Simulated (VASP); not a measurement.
# Cu (I4/mmm) in VASP: notebook

Aim: see how the results for Cu move with the level of theory and the settings. Levels: PBE, LDA. Tasks: single point.

Program: VASP 6.6.1. These are calculated values, not measurements. Logs are shortened: lines on timing, memory, paths and dates and some standing lists are left out, and cuts for length are marked.

## (1) The cell of the first run

It takes space group I4/mmm (No. 139, tetragonal). Conventional cell: a = 2.886 Å, b = 2.886 Å, c = 2.752 Å, α = 90.00°, β = 90.00°, γ = 90.00°. Within 3.2 Å of Cu (site symmetry 4/mmm) lie 14 Cu at 2.46 to 2.89 Å.

## (2) Single point, PBE

INCAR

```
SYSTEM = Cu
PREC = Accurate
ENCUT = 820
EDIFF = 1E-6
ISMEAR = 0
SIGMA = 0.023
LREAL = .False.
LASPH = .True.
NELM = 120
ALGO = Normal
ISIF = 2
LWAVE = .False.
LCHARG = .True.
GGA = PE
LELF = .True.
LVHAR = .True.
NBANDS = 16
GGA_COMPAT = .False.
```

KPOINTS

```
Automatic mesh
0
Gamma
  13 13 13
  0 0 0
```

POSCAR

```
Cu
1.0
   -1.4427933200      1.4427933200      1.3760814500
    1.4427933200     -1.4427933200      1.3760814500
    1.4427933200      1.4427933200     -1.3760814500
Cu
1
Direct
    0.0000000000      0.0000000000      0.0000000000
```

Potentials or basis: VASP PAW PBE potentials, release 64 (Cu_sv_GW).

Launch:

```console
cat potpaw_PBE.64/Cu_sv_GW/POTCAR > POTCAR
mpirun -np 1 vasp_std > vasp.out
```

OUTCAR:

```text
SYSTEM = Cu
   PREC = Accurate
   ENCUT = 820
   EDIFF = 1E-6
   ISMEAR = 0
   LREAL = .False.
   LASPH = .True.
   NELM = 120
   ISIF = 2
   GGA = PE

 ion  position               nearest neighbor table
   1  0.000  0.000  0.000-

  LATTYP: Found a body centered tetragonal cell.
 ALAT       =     2.8855866400
 C/A-ratio  =     0.9537620052

  Lattice vectors:

 A1 = (  -1.4427933200,   1.4427933200,   1.3760814500)
 A2 = (   1.4427933200,  -1.4427933200,   1.3760814500)
 A3 = (   1.4427933200,   1.4427933200,  -1.3760814500)

Analysis of symmetry for initial positions (statically):
=====================================================================
 Subroutine PRICEL returns:
 Original cell was already a primitive cell.

 Routine SETGRP: Setting up the symmetry group for a
 body centered tetragonal supercell.

 Subroutine GETGRP returns: Found 16 space group operations
 (whereof 16 operations were pure point group operations)
 out of a pool of 16 trial point group operations.

The static configuration has the point symmetry D_4h.

Analysis of symmetry for dynamics (positions and initial velocities):
=====================================================================
 Subroutine PRICEL returns:
 Original cell was already a primitive cell.

 Routine SETGRP: Setting up the symmetry group for a
 body centered tetragonal supercell.

 Subroutine GETGRP returns: Found 16 space group operations
 (whereof 16 operations were pure point group operations)
 out of a pool of 16 trial point group operations.

The dynamic configuration has the point symmetry D_4h.

 Subroutine INISYM returns: Found 16 space group operations
 (whereof 16 operations are pure point group operations),
 and found     1 'primitive' translations

----------------------------------------------------------------------------------------

                                     Primitive cell

  volume of cell :      11.4581

  direct lattice vectors                    reciprocal lattice vectors
    -1.442793320  1.442793320  1.376081450     0.000000000  0.346549983  0.363350585
     1.442793320 -1.442793320  1.376081450     0.346549983  0.000000000  0.363350585
     1.442793320  1.442793320 -1.376081450     0.346549983  0.346549983  0.000000000

  length of vectors
     2.461078074  2.461078074  2.461078074     0.502116060  0.502116060  0.490095685

  position of ions in fractional coordinates (direct lattice)
     0.000000000  0.000000000  0.000000000

  ion indices of the primitive-cell ions
   primitive index   ion index
                 1           1

----------------------------------------------------------------------------------------

 KPOINTS: Automatic mesh

Automatic generation of k-mesh.
 Grid dimensions read from file:
 generate k-points for:   13   13   13

 Generating k-lattice:

  Cartesian coordinates                     Fractional coordinates (reciprocal lattice)
     0.000000000  0.026657691  0.027950045     0.076923077 -0.000000000  0.000000000
     0.026657691  0.000000000  0.027950045    -0.000000000  0.076923077  0.000000000
     0.026657691  0.026657691  0.000000000     0.000000000  0.000000000  0.076923077

  Length of vectors
     0.038624312  0.038624312  0.037699668

  Shift w.r.t. Gamma in fractional coordinates (k-lattice)
     0.000000000  0.000000000  0.000000000

 Subroutine IBZKPT returns following result:
 ===========================================

 Found    196 irreducible k-points:

 Following reciprocal coordinates:
            Coordinates               Weight
  0.000000  0.000000  0.000000      1.000000
  0.076923  0.000000  0.000000      8.000000
  0.153846  0.000000  0.000000      8.000000
  0.230769 -0.000000  0.000000      8.000000
  0.307692  0.000000  0.000000      8.000000
  0.384615 -0.000000  0.000000      8.000000
[... 16 lines left out ...]
  0.384615  0.153846  0.000000     16.000000
  0.461538  0.153846  0.000000     16.000000
 [... further k-points ...]
   k-points           NKPTS =    196   k-points in BZ     NKDIM =    196   number of bands    NBANDS=     16
   number of dos      NEDOS =    301   number of ions     NIONS =      1
   total plane-waves  NPLWV =  13824
   dimension x,y,z NGX =    24 NGY =   24 NGZ =   24
   dimension x,y,z NGXF=    48 NGYF=   48 NGZF=   48
   ions per type =               1
   NGX,Y,Z   is equivalent  to a cutoff of  16.21, 16.21, 16.21 a.u.
   NGXF,Y,Z  is equivalent  to a cutoff of  32.42, 32.42, 32.42 a.u.
 SYSTEM =  Cu
   PREC   = accura    normal or accurate (medium, high low for compatibility)
   ISTART =      0    job   : 0-new  1-cont  2-samecut
   ICHARG =      2    charge: 1-file 2-atom 10-const
   ISPIN  =      1    spin polarized calculation?
   LNONCOLLINEAR =      F non collinear calculations
   LSORBIT =      F    spin-orbit coupling
   LASPH  =      T    aspherical Exc in radial PAW
   ENCUT  =  820.0 eV  60.27 Ry    7.76 a.u.   5.75  5.75  5.75*2*pi/ulx,y,z
   NELM   =    120;   NELMIN=  2; NELMDL= -5     # of ELM steps
   EDIFF  = 0.1E-05   stopping-criterion for ELM
   LREAL  =      F    real-space projection
[... 7 lines left out ...]
   TEBEG  =    0.0;   TEEND  =   0.0 temperature during run
   PSTRESS=    0.0 pullay stress
   NELECT =      19.0000    total number of electrons
   NUPDOWN=      -1.0000    fix difference up-down
   EMIN   =  10.00;   EMAX   =-10.00  energy-range for DOS
   EFERMI =   0.00;   METHOD = LEGACY
   ISMEAR =     0;   SIGMA  =   0.02  broadening in eV -4-tet -1-fermi 0-gaus
   EFERMI_NEDOS =   21; number of points for ismear=-14 and -15
   IALGO  =     38    algorithm
   IMIX   =      4    mixing-type and parameters
     AMIX     =   0.40;   BMIX     =  1.00
     AMIX_MAG =   1.60;   BMIX_MAG =  1.00
  volume/ion in A,a.u.               =      11.46        77.32
  Fermi-wavevector in a.u.,A,eV,Ry     =   1.937709  3.661739 51.086019  3.754716
  Thomas-Fermi vector in A             =   2.968234
   LORBIT       =      0    0 simple, 1 ext, 2 COOP (PROOUT), +10 PAW based schemes
   GGA     = PE    functional components
   LHFCALC =     F    Hartree Fock is set to
   AEXX    =    0.0000 exact exchange contribution
   IVDW    =     0    specifies the selected vdW correction
   LEPSILON=     F    determine dielectric tensor
   LRPA    =     F    only Hartree local field effects (RPA)
 non-spin polarized calculation
 Gauss-broadening in eV      SIGMA  =   0.02
  energy-cutoff  :      820.00
  volume of cell :       11.46
 maximum number of plane-waves:       625
   NGX = 11   NGY = 11   NGZ = 11

 number of electron      19.0000004 magnetization

 Free energy of the ion-electron system (eV)
  ---------------------------------------------------
  ext. energy  EPLUGINS =         0.00000000
  ---------------------------------------------------
  free energy    TOTEN  =        -3.75261858 eV

  energy without entropy =       -3.75251189  energy(sigma->0) =       -3.75256524

 E-fermi :   7.9082     XC(G=0): -13.5548

 val. band max:        7.8998170807   @ k =  -0.3077   0.4615   0.0769
 cond. band min:       7.9380733058   @ k =  -0.2308   0.4615   0.0769
 fundamental gap:      0.0382562250
 Fermi energy:         7.9081890303

 k-point     1 :       0.0000    0.0000    0.0000
  band No.  band energies     occupation
      1    -104.6937      2.00000
      2     -61.9990      2.00000
      3     -61.9972      2.00000
      4     -61.9972      2.00000
      5      -1.6733      2.00000
      6       4.6701      2.00000
[... 8 lines left out ...]
     15      36.8543      0.00000
     16      36.8547      0.00000

 k-point     2 :       0.0769    0.0000    0.0000
  band No.  band energies     occupation
      1    -104.6926      2.00000
      2     -62.0052      2.00000
      3     -61.9999      2.00000
      4     -61.9981      2.00000
      5      -1.4364      2.00000
      6       4.6753      2.00000
[... 8 lines left out ...]
     15      35.2525      0.00000
     16      36.0088      0.00000

 k-point     3 :       0.1538    0.0000    0.0000
  band No.  band energies     occupation
      1    -104.6897      2.00000
      2     -62.0249      2.00000
      3     -62.0072      2.00000
      4     -61.9982      2.00000
      5      -0.7428      2.00000
      6       4.5793      2.00000
[... 8 lines left out ...]
     15      34.0003      0.00000
     16      36.4750      0.00000

 k-point     4 :       0.2308   -0.0000    0.0000
  band No.  band energies     occupation
      1    -104.6857      2.00000
      2     -62.0529      2.00000
      3     -62.0176      2.00000
      4     -61.9984      2.00000
      5       0.3382      2.00000
      6       4.4046      2.00000
[... 8 lines left out ...]
     15      33.1630      0.00000
     16      37.7562      0.00000

 k-point     5 :       0.3077    0.0000    0.0000
  band No.  band energies     occupation
      1    -104.6812      2.00000
      2     -62.0821      2.00000
      3     -62.0285      2.00000
      4     -61.9985      2.00000
      5       1.5918      2.00000
      6       4.2165      2.00000
[... 8 lines left out ...]
     15      32.6767      0.00000
     16      39.4825      0.00000

 k-point     6 :       0.3846   -0.0000    0.0000
  band No.  band energies     occupation
      1    -104.6776      2.00000
      2     -62.1065      2.00000
      3     -62.0376      2.00000
      4     -61.9988      2.00000
      5       2.4761      2.00000
      6       4.0624      2.00000
[... 8 lines left out ...]
     15      32.4405      0.00000
     16      41.2297      0.00000

 k-point     7 :       0.4615    0.0000    0.0000
  band No.  band energies     occupation
      1    -104.6757      2.00000
      2     -62.1203      2.00000
      3     -62.0430      2.00000
      4     -61.9990      2.00000
      5       2.7455      2.00000
      6       3.9763      2.00000
[... 8 lines left out ...]
     15      32.3546      0.00000
     16      42.1805      0.00000

 k-point     8 :       0.0769    0.0769    0.0000
  band No.  band energies     occupation
      1    -104.6906      2.00000
      2     -62.0193      2.00000
      3     -62.0023      2.00000
      4     -62.0004      2.00000
      5      -0.9596      2.00000
      6       4.6415      2.00000
[... 8 lines left out ...]
     15      35.2675      0.00000
     16      35.3296      0.00000

 k-point     9 :       0.1538    0.0769    0.0000
  band No.  band energies     occupation
      1    -104.6870      2.00000
      2     -62.0428      2.00000
      3     -62.0110      2.00000
      4     -62.0013      2.00000
      5      -0.0575      2.00000
      6       4.5035      2.00000
[... 8 lines left out ...]
     15      34.8416      0.00000
     16      35.8515      0.00000
[... 172 lines left out ...]
 k-point    19 :      -0.0769    0.0769    0.0000
  band No.  band energies     occupation
      1    -104.6927      2.00000
      2     -62.0045      2.00000
      3     -62.0014      2.00000
      4     -61.9970      2.00000
      5      -1.4477      2.00000
      6       4.6732      2.00000
[... 8 lines left out ...]
     15      35.3295      0.00000
     16      35.5441      0.00000

 k-point    20 :       0.1538    0.1538    0.0000
  band No.  band energies     occupation
      1    -104.6834      2.00000
      2     -62.0654      2.00000
      3     -62.0178      2.00000
      4     -62.0061      2.00000
      5       0.9860      2.00000
      6       4.4160      2.00000
[... 8 lines left out ...]
     15      35.0944      0.00000
     16      37.3429      0.00000

 k-point    21 :       0.2308    0.1538    0.0000
  band No.  band energies     occupation
      1    -104.6796      2.00000
      2     -62.0872      2.00000
      3     -62.0301      2.00000
      4     -62.0080      2.00000
      5       2.1592      2.00000
      6       4.2604      2.00000
[... 8 lines left out ...]
     15      35.6367      0.00000
     16      38.0051      0.00000

 k-point    22 :       0.3077    0.1538   -0.0000
  band No.  band energies     occupation
      1    -104.6764      2.00000
      2     -62.1038      2.00000
      3     -62.0422      2.00000
      4     -62.0084      2.00000
      5       2.9268      2.00000
      6       4.1050      2.00000
[... 8 lines left out ...]
     15      36.5616      0.00000
     16      38.1484      0.00000

 k-point    23 :       0.3846    0.1538    0.0000
  band No.  band energies     occupation
      1    -104.6747      2.00000
      2     -62.1122      2.00000
      3     -62.0499      2.00000
      4     -62.0082      2.00000
      5       3.1193      2.00000
      6       4.0340      2.00000
[... 8 lines left out ...]
     15      37.1553      0.00000
     16      38.9293      0.00000

 k-point    24 :       0.4615    0.1538    0.0000
  band No.  band energies     occupation
      1    -104.6748      2.00000
      2     -62.1115      2.00000
      3     -62.0501      2.00000
      4     -62.0076      2.00000
      5       3.1151      2.00000
      6       4.0399      2.00000
[... 8 lines left out ...]
     15      37.4241      0.00000
     16      39.8468      0.00000

 [... further k-points ...]

------------------------ aborting loop because EDIFF is reached ----------------------------------------

  FORCE on cell =-STRESS in cart. coord.  units (eV):
  Direction    XX          YY          ZZ          XY          YZ          ZX
  --------------------------------------------------------------------------------------
  -------------------------------------------------------------------------------------
  Total        0.4469661      0.4469661      0.4677202      0.0000000      0.0000000     -0.0000000
  in kB       62.4989606     62.4989606     65.4009935      0.0000000      0.0000000     -0.0000000
  external PRESSURE =      63.4663049 kB  Pullay stress =       0.0000000 kB

 VOLUME and BASIS-vectors are now :
 -----------------------------------------------------------------------------
  energy-cutoff  :      820.00
  volume of cell :       11.46
      direct lattice vectors                 reciprocal lattice vectors
    -1.442793320  1.442793320  1.376081450     0.000000000  0.346549983  0.363350585
     1.442793320 -1.442793320  1.376081450     0.346549983  0.000000000  0.363350585
     1.442793320  1.442793320 -1.376081450     0.346549983  0.346549983  0.000000000

 POSITION                                       TOTAL-FORCE (eV/Angst)
 -----------------------------------------------------------------------------------
      0.00000      0.00000      0.00000        -0.000000     -0.000000      0.000000
 -----------------------------------------------------------------------------------
    total drift:                                0.000000      0.000000      0.000000

  FREE ENERGIE OF THE ION-ELECTRON SYSTEM (eV)
  ---------------------------------------------------
  free  energy   TOTEN  =        -3.7526185842 eV

  energy  without entropy=       -3.7525118859  energy(sigma->0) =       -3.75256524
```

Wall time 53 s (1 thread of Intel Xeon Platinum 8259CL at 2.50GHz (Skylake/Cascade Lake), shared host); peak memory 0.21 GiB.

What came out:

| Item | Value |
| --- | --- |
| Free energy | -3.7526 eV |
| Pressure | 6.3 GPa |
| Band gap on the k mesh | zero (an odd number of electrons rules out a gap without spin polarisation) |

Stress tensor (GPa, compression positive):
```
6.25 0.00 0.00
0.00 6.25 0.00
0.00 0.00 6.54
```

Caveat: the cell stands under pressure.

## (3) Single point, PBE

INCAR

```
SYSTEM = Cu
PREC = Accurate ; ENCUT = 820
EDIFF = 1E-6 ; ISMEAR = 0
SIGMA = 0.016 ; LREAL = .FALSE.
LASPH = .TRUE. ; NELM = 120
ALGO = Normal ; ISIF = 2
LWAVE = .FALSE. ; LCHARG = .TRUE.
GGA = PE ; LELF = .TRUE.
LVHAR = .TRUE. ; NBANDS = 16
GGA_COMPAT = .FALSE.
```

KPOINTS

```
regular mesh
0
G
  13 13 13
  0 0 0
```

POSCAR is that of step 2.

Potentials or basis: VASP PAW PBE potentials, release 64 (Cu_sv_GW).

Launch:

```console
cat potpaw_PBE.64/Cu_sv_GW/POTCAR > POTCAR
mpirun -np 1 vasp_std > vasp.out
```

Wall time 31 s (1 thread of Intel Xeon Platinum 8488C (Sapphire Rapids), shared host); peak memory 0.21 GiB.

It converged, with:

- Free energy: -3.7526 eV
- Pressure: 5.9 GPa
- Band gap on the k mesh: zero (an odd number of electrons rules out a gap without spin polarisation)

Stress tensor (GPa, compression positive):
```
5.84 0.00 0.00
0.00 5.84 0.00
0.00 0.00 6.14
```

Levels at points of the mesh, in eV from the Fermi level:
```tsv
k point	band 8	band 9	band 10	band 11	band 12	band 13
(0.00, 0.00, 0.00)	-3.04	-2.16	-1.95	24.94	24.94	26.19
```

Caveat: the cell stands under pressure.

[end of part 1 of 2]

The gap in the log of VASP goes by the Fermi energy; the results here count the filled bands.